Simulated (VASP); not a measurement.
# Al2O3: single point with LDA

Crystal: Al2O3.

```xyz
5
Lattice="2.7143 0.0000 0.0000 -1.3571 2.3506 0.0000 0.0000 0.0000 10.5435" Properties=species:S:1:pos:R:3 pbc="T T T"
Al    0.0000    0.0000    1.5814
Al    0.0000    0.0000    8.9620
O     0.0000    1.5671    2.3440
O     1.3571    0.7835    0.0000
O     0.0000    1.5671    8.1995
```

This cell differs from its parent crystal: ratio of the length along z to the lengths across it x 1.2, volume and fractional coordinates fixed.

```
Program                : VASP 6.6.1
Task                   : single point
Functional             : LDA
Potentials or basis    : VASP PAW LDA potentials, release 64 (Al, O)
Cutoff                 : 520 eV
k mesh                 : 12 × 12 × 4
Occupations            : gaussian, width 0.05 eV
Spin                   : no spin polarisation
Dipole correction      : no
Further INCAR settings : ALGO = Normal; EDIFF = 1e-07; NBANDS = 20
```

| Property | Result |
| --- | --- |
| Pressure | 4.0 GPa |
| Largest force | 2.347 eV/Å |
| Band gap on the k mesh | 4.24 eV, direct |

Forces on the atoms (eV/Å):
```
Al   0.000  0.000 -2.347
Al   0.000  0.000  2.347
O    0.000  0.000 -0.758
O    0.000  0.000  0.000
O    0.000  0.000  0.758
```

Stress tensor (GPa, compression positive):
```
 19.14   0.00   0.00
  0.00  19.14   0.00
  0.00   0.00 -26.31
```

Levels at points of the mesh, in eV from the valence-band top:
| k point | band 8 | band 9 | band 10 | band 11 | band 12 | band 13 | band 14 | band 15 | band 16 | band 17 |
| --- | --- | --- | --- | --- | --- | --- | --- | --- | --- | --- |
| (0.00, 0.00, 0.00) | -2.12 | -2.12 | -1.90 | 0.00 | 0.00 | 4.24 | 7.13 | 7.40 | 8.95 | 10.75 |
| (0.50, 0.00, 0.00) | -3.06 | -2.99 | -2.22 | -2.08 | -0.94 | 6.54 | 6.93 | 8.90 | 8.98 | 11.39 |
| (0.00, 0.00, 0.50) | -2.12 | -2.12 | -1.91 | 0.00 | 0.00 | 4.32 | 6.54 | 8.43 | 8.44 | 10.90 |
| (0.50, 0.00, 0.50) | -3.06 | -2.99 | -2.22 | -2.08 | -0.94 | 6.55 | 6.92 | 8.87 | 8.99 | 11.48 |

Wall time 80 s on 1 thread of Intel(R) Xeon(R) 6975P-C (Granite Rapids), on a shared host, peak memory 0.18 GiB.

Caveat: forces of over 1 eV/Å act on the atoms, so gaps and moduli don't describe the material at rest. A k mesh can miss the band edges.
